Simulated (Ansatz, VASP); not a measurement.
# Two plane-wave programs on Ta3N5

```
Ta N
1.0
     1.93888   -5.10802    0.00000
     1.93888    5.10802    0.00000
     0.00000    0.00000   10.23780
Ta N
6 10
Direct
  0.80122 0.19878 0.25000
  0.19878 0.80122 0.75000
  0.86629 0.13371 0.55930
  0.13371 0.86629 0.05930
  0.13371 0.86629 0.44070
  0.86629 0.13371 0.94070
  0.23585 0.76415 0.25000
  0.76415 0.23585 0.75000
  0.95300 0.04700 0.11992
  0.04700 0.95300 0.61992
  0.04700 0.95300 0.88008
  0.95300 0.04700 0.38008
  0.69130 0.30870 0.07330
  0.30870 0.69130 0.57330
  0.30870 0.69130 0.92670
  0.69130 0.30870 0.42670
```

Alike in both runs: functional PBEsol; k mesh 8 × 8 × 4; occupations gaussian, width 0.02 eV; no spin polarisation.

Ansatz relaxed the structure, and its values are those at the end. VASP's run is a single point on that final structure, the one shown.

|  | VASP | Ansatz |
| --- | --- | --- |
| version | VASP 6.6.1 | Ansatz 0.2.0 |
| potentials or method | VASP PAW PBE potentials, release 64 (Ta_pv, N), cutoff 520 eV | scalar-relativistic, plane waves, PAW |
| valence electrons in the cell | 116 | 128 |

```tsv
	VASP	Ansatz	Ansatz less VASP
gap on the k mesh at the Fermi level (eV)	1.13	1.15	+0.024
least direct gap on the mesh (eV)	1.39	1.42	+0.023
pressure (GPa)	0.8	0.0	-0.84
rms of the force components (eV/Å)	0.020	0.002	-0.0180
```

VASP's potentials were made for PBE, not for PBEsol. With one functional, cell and mesh, what is left measures potentials, basis and numerics. VASP's potentials hold 116 valence electrons a cell and Ansatz's 128, so a difference there can come from the potentials and not from the codes.

Neither program's run includes spin-orbit coupling.
